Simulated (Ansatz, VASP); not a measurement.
One calculation of Bi2Te3, two programs

```
CELL_PARAMETERS angstrom
2.23756 1.29186 10.07756
-2.23756 1.29186 10.07756
0.00000 -2.58371 10.07756
ATOMIC_POSITIONS crystal
Bi 0.18800 0.18800 0.18800
Bi 0.59800 0.59800 0.59800
Te 0.38900 0.38900 0.38900
Te 0.80000 0.80000 0.80000
Te 0.00000 0.00000 0.00000
```

Alike in both runs: task single point; functional PBE; k mesh 6 × 6 × 6; occupations fermi-dirac, width 0.1 eV; no spin polarisation.

|  | VASP | Ansatz |
| --- | --- | --- |
| version | VASP 6.6.1 | Ansatz 0.2.0 |
| potentials or method | VASP PAW PBE potentials, release 64 (Bi_d, Te), cutoff 520 eV | plane waves, PAW |
| valence electrons in the cell | 48 | 78 |

VASP gave:

```
pressure (GPa)                                                : -0.2
traceless stress, the component that is largest in VASP (GPa) : -0.73
```

Problem. Which values does Ansatz return?

Solution. Pressure (GPa): -0.2; traceless stress, the component that is largest in VASP (GPa): -0.72.

The functional is the same, so the differences come from potentials, cutoffs and numerics. VASP's potentials hold 48 valence electrons a cell and Ansatz's 78, so a difference there can come from the potentials and not from the codes.

Neither program's run includes spin-orbit coupling.
